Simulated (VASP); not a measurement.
Set up this calculation in VASP 6.6.1, as the native input.

- Task: relaxation of cell and atoms
- Functional: PBE
- Potentials or basis: VASP PAW PBE potentials, release 64 (Hf_pv, Sn_d, Se)
- Cutoff: 600 eV
- k mesh: 8 × 8 × 6
- Occupations: gaussian, width 0.1 eV
- Spin: no spin polarisation
- Dipole correction: no
- Further INCAR settings: ALGO = Normal; EDIFF = 1e-06; IBRION = 2; EDIFFG = -0.01; NSW = 100; ISIF = 3

The structure of HfSnSe4 lies in POSCAR:

```
HfSnSe4
1.0
    4.7256193480      0.0000000000      0.0000000000
    0.0000000000      4.7256193480      0.0000000000
    0.0000000000      0.0000000000      6.7463326196
Hf Sn Se
1 1 4
Direct
    0.0000000000      0.0000000000      0.0000000000
    0.5000000000      0.5000000000      0.5000000000
    0.5000000000      0.0000000000      0.7723494982
    0.0000000000      0.5000000000      0.2276505018
    0.5000000000      0.0000000000      0.2276505018
    0.0000000000      0.5000000000      0.7723494982
```

The cell was built from a structure type or drawn by symmetry, and may not be a known phase.

One way to write it, as run:

INCAR

```
PREC     = Accurate       # precision mode
ENCUT    = 600            # plane-wave cutoff, eV
EDIFF    = 1E-6           # SCF threshold, eV
ISMEAR   = 0              # smearing method
SIGMA    = 0.1            # smearing width, eV
LREAL    = False          # projectors in reciprocal space
LASPH    = True           # aspherical terms in the spheres
NELM     = 100            # most SCF steps
ALGO     = Normal         # electronic algorithm
ISIF     = 3              # what is computed and relaxed
LWAVE    = False          # write WAVECAR
LCHARG   = False          # write CHGCAR
GGA      = PE             # functional
IBRION   = 2              # ionic algorithm
NSW      = 100            # ionic steps
EDIFFG   = -0.01          # ionic threshold
LUSENCCL = False
```

KPOINTS

```
Automatic mesh
0
Gamma
  8 8 6
```

Potentials or basis: VASP PAW PBE potentials, release 64 (Hf_pv, Sn_d, Se).

The run is started by

```sh
$ cat potpaw_PBE.64/Hf_pv/POTCAR potpaw_PBE.64/Sn_d/POTCAR potpaw_PBE.64/Se/POTCAR > POTCAR
$ mpirun -np 1 vasp_std > vasp.out
```

Results of the run:

* Relaxed volume: 25.23 Å³/atom
* Relaxed cell: a = 4.637 Å, b = 4.637 Å, c = 7.040 Å, α = 90.00°, β = 90.00°, γ = 90.00°
* Space group after relaxing (to 0.1 Å): P4/mmm (No. 123)
* Energy gained by relaxing: 6.5 meV/atom
* Ionic steps: 9
* Pressure after relaxing: 0.0 GPa
* Largest force after relaxing: 0.010 eV/Å
* Band gap on the k mesh: zero (bands 24 and 25 overlap by 1.34 eV)

Caveat: spin-orbit coupling is left out, which moves the levels of the heavy elements.

Wall time 4.1 min on 1 × NVIDIA H100 80GB with 1 thread of AMD EPYC 7R13 Processor (Zen 3), on a shared host, peak memory 1.5 GiB.
